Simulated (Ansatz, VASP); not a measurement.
## Two plane-wave programs on NaScSe2

```
CELL_PARAMETERS angstrom
-2.79399 2.79399 5.75149
2.79399 -2.79399 5.75149
2.79399 2.79399 -5.75149
ATOMIC_POSITIONS crystal
Na 0.75000 0.25000 0.50000
Na 0.00000 0.00000 0.00000
Se 0.48195 0.98195 0.50000
Se 0.73195 0.73195 0.00000
Se 0.01805 0.51805 0.50000
Se 0.26805 0.26805 0.00000
Sc 0.25000 0.75000 0.50000
Sc 0.50000 0.50000 0.00000
```

Alike in both runs: task single point; functional r2SCAN; k mesh 6 × 6 × 6; no spin polarisation.

```csv
,VASP,Ansatz
version,VASP 6.6.1,Ansatz 0.2.0
potentials or method,"VASP PAW PBE potentials, release 64 (Na_pv, Se, Sc_sv)","plane waves, PAW"
plane-wave cutoff (eV),520,500
occupations,"gaussian, width 0.01 eV",fixed
valence electrons in the cell,60,104
```

VASP gave:

```
gap on the k mesh at the Fermi level (eV) : 1.47
pressure (GPa)                            : 0.1
rms of the force components (eV/Å)        : 0.011
```

Q: Which values does Ansatz return?

A: gap on the k mesh at the Fermi level (eV): 1.47; pressure (GPa): 0.0; rms of the force components (eV/Å): 0.001.

VASP's potentials were made for PBE, not for r2SCAN. VASP's potentials hold 60 valence electrons a cell and Ansatz's 104, so a difference there can come from the potentials and not from the codes.
